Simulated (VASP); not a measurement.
A run of VASP 6.6.1 is set up as follows.

POSCAR

```
Ni
1.0
    3.1134122001      0.0000000000      0.0000000000
   -1.5567061001      2.6962940578      0.0000000000
    0.0000000000      0.0000000000      5.1371301302
Ni
4
Direct
    0.3333333333      0.6666666667      0.4375000000
    0.6666666667      0.3333333333      0.9375000000
    0.6666666667      0.3333333333      0.5625000000
    0.3333333333      0.6666666667      0.0625000000
```

The input INCAR.step1:

```
ALGO = Normal
EDIFF = 1E-4
ENCUT = 520
GGA = PE
ISMEAR = 0
ISPIN = 2
LASPH = T
LCHARG = F
LMAXMIX = 4
LREAL = F
LWAVE = T
MAGMOM = 2 2 2 2
NBANDS = 32
NELM = 150
PREC = Accurate
SIGMA = 0.1
```

The input INCAR.step2:

```
ALGO = Normal
EDIFF = 1E-6
ENCUT = 520
ISIF = 2
ISMEAR = 0
ISPIN = 2
ISTART = 1
LASPH = T
LCHARG = F
LMAXMIX = 4
LMIXTAU = T
LORBIT = 11
LREAL = F
LWAVE = F
MAGMOM = 2 2 2 2
METAGGA = R2SCAN
NBANDS = 32
NELM = 150
PREC = Accurate
SIGMA = 0.1
```

File KPOINTS:

```
k-points
0
Gamma
  6 6 4
```

Potentials or basis: VASP PAW PBE potentials, release 64 (Ni).

The run is started by

```bash
$ cat potpaw_PBE.64/Ni/POTCAR > POTCAR
$ cp INCAR.step1 INCAR
$ mpirun -np 1 vasp_std > vasp.out
$ cp INCAR.step2 INCAR
$ mpirun -np 1 vasp_std > vasp.out
```

**Question.** What does it give for the pressure?

**Answer.** 95.7 GPa.

**Question.** Predict the net moment.

**Answer.** 3.10 μB per cell.

**Question.** What does it give for the site moments?

**Answer.** Ni +0.74 μB.

**Question.** What does it give for the largest force?

**Answer.** 0.186 eV/Å.

Stress tensor (GPa, compression positive):
```
97.78  0.00  0.00
 0.00 97.78  0.00
 0.00  0.00 91.50
```

Caveat: the k points lie up to 0.39 Å⁻¹ apart; the PAW data sets were made with another functional, which shifts forces and pressure a little.
